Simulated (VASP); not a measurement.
Write the native input for VASP 6.6.1 that does the following.

| Item | Value |
| --- | --- |
| Task | single point |
| Functional | PBE |
| Potentials or basis | VASP PAW PBE potentials, release 64 (Zn, Sn_d, N) |
| Cutoff | 520 eV |
| k mesh | 10 × 10 × 8 |
| Occupations | gaussian, width 0.1 eV |
| Spin | no spin polarisation |
| Dipole correction | no |
| Further INCAR settings | ALGO = Fast; EDIFF = 1e-06; NBANDS = 33 |

The structure of ZnSn2N2 lies in POSCAR:

```
ZnSn2N2
1.0
    4.3451531733      0.0000000000      0.0000000000
    0.0000000000      4.3451531733      0.0000000000
    0.0000000000      0.0000000000      4.9882123947
Zn Sn N
1 2 2
Direct
    0.5000000000      0.5000000000      0.5058079277
    0.5000000000      0.0000000000      0.0774879721
    0.0000000000      0.5000000000      0.0774879721
    0.5000000000      0.5000000000      0.8915574790
    0.0000000000      0.0000000000      0.9483981191
```

The cell was generated, and may not be a known phase.

These files were run (other wordings do the same):

INCAR

```
SYSTEM = ZnSn2N2
  PREC = Accurate
  ENCUT = 520
  EDIFF = 1E-6
  ISMEAR = 0
  SIGMA = 0.1
  LREAL = .False.
  LASPH = .True.
  NELM = 60
  ALGO = Fast
  ISIF = 2
  LWAVE = .False.
  LCHARG = .True.
  GGA = PE
  LELF = .True.
  LVHAR = .True.
  NBANDS = 33
```

KPOINTS

```
Automatic mesh
0
Gamma
  10 10 8
  0 0 0
```

Potentials or basis: VASP PAW PBE potentials, release 64 (Zn, Sn_d, N).

The run is started by

```bash
$ cat potpaw_PBE.64/Zn/POTCAR potpaw_PBE.64/Sn_d/POTCAR potpaw_PBE.64/N/POTCAR > POTCAR
$ mpirun -np 1 vasp_std > vasp.out
```

It gave:

```json
{
  "Pressure": "0.1 GPa",
  "Largest force": "0.085 eV/Å",
  "Band gap on the k mesh": "zero (bands 25 and 26 overlap by 0.56 eV)"
}
```

Caveat: spin-orbit coupling is left out, which moves the levels of the heavy elements.

It took 6.6 min on 1 thread of Oxide Virtual Turin-like Processor, on a shared host, peak memory 0.38 GiB.
